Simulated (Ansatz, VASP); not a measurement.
## Ba in VASP and in Ansatz

The input INCAR:

```
SYSTEM = Ba
  PREC = Accurate
  ENCUT = 600
  EDIFF = 1E-6
  ISMEAR = -1
  SIGMA = 0.05
  LREAL = .False.
  LASPH = .True.
  NELM = 100
  ALGO = Normal
  ISIF = 3
  LWAVE = .False.
  LCHARG = .False.
  GGA = PE
  IBRION = 2
  NSW = 45
  EDIFFG = -0.005
```

File KPOINTS:

```
regular mesh
0
Gamma
  12 12 12
  0 0 0
```

The input POSCAR:

```
Ba
1.0
   -2.5124974217      2.5124974217      2.5124974217
    2.5124974217     -2.5124974217      2.5124974217
    2.5124974217      2.5124974217     -2.5124974217
Ba
1
Direct
    0.0000000000      0.0000000000      0.0000000000
```

Input for Ansatz:

```yaml
crystal:
  lattice:
    - [-2.5124974217, 2.5124974217, 2.5124974217]
    - [2.5124974217, -2.5124974217, 2.5124974217]
    - [2.5124974217, 2.5124974217, -2.5124974217]
  atoms:
    - { symbol: Ba, position: [0.0, 0.0, 0.0] }
kpoints:
  mp_grid: { grid: [12, 12, 12] }
scf:
  occupations: { method: fermi_dirac, width: 0.05 }
hamiltonian:
  xc: pbe
  pseudopotentials:
    kind: all_electron
    lapw: { basis_error: 0.0005 }
    relativity: none
output:
  forces: true
  stress: true
  eigenvalues: true
  populations: true
relax:
  f_tol: 0.005
  max_steps: 25
  cell: {}
```

Alike in both runs: task relaxation of cell and atoms; functional PBE; k mesh 12 × 12 × 12; occupations fermi-dirac, width 0.05 eV; no spin polarisation.

```csv
,VASP,Ansatz
version,VASP 6.6.1,Ansatz 0.2.0
potentials or method,"VASP PAW PBE potentials, release 64 (Ba_sv), cutoff 600 eV","all-electron LAPW, non-relativistic"
```

|  | VASP | Ansatz | Ansatz less VASP |
| --- | --- | --- | --- |
| relaxed volume (Å³/atom) | 63.53 | 61.88 | -1.651 |
| relaxed length of the cell vector where the two differ most in proportion (Å) | 4.354 | 4.316 | -0.0381 |

Ansatz ran all-electron here, and VASP with PAW potentials.

Spin-orbit coupling is off throughout.
